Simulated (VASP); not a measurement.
Input of a VASP 6.6.1 run:

INCAR

```
ALGO = Normal
EDIFF = 1E-7
ENCUT = 520
GGA = PE
ISIF = 2
ISMEAR = -1
LASPH = T
LCHARG = F
LREAL = F
LWAVE = F
NBANDS = 35
NELM = 80
PREC = Accurate
SIGMA = 0.05
```

KPOINTS

```
k-points
0
Gamma
  5 5 7
```

POSCAR

```
SnO2
1.0
    4.7380000000      0.0000000000      0.0000000000
    0.0000000000      4.7380000000      0.0000000000
    0.0000000000      0.0000000000      3.1865000000
Sn O
2 4
Direct
    0.5000000000      0.5000000000      0.5000000000
    0.0000000000      0.0000000000      0.0000000000
    0.8071000000      0.1929000000      0.5000000000
    0.6929000000      0.6929000000      0.0000000000
    0.1929000000      0.8071000000      0.5000000000
    0.3071000000      0.3071000000      0.0000000000
```

Potentials or basis: VASP PAW PBE potentials, release 64 (Sn_d, O).

Command:

```sh
$ cat potpaw_PBE.64/Sn_d/POTCAR potpaw_PBE.64/O/POTCAR > POTCAR
$ mpirun -np 1 vasp_std > vasp.out
```

(1) Estimate the largest force.

(2) What does it give for the pressure?

(3) Predict the band gap on the k mesh.

Answers

(1) 0.294 eV/Å.

(2) 11.8 GPa.

(3) 1.27 eV, direct.

Caveat: spin-orbit coupling is left out, which moves the levels of the heavy elements.
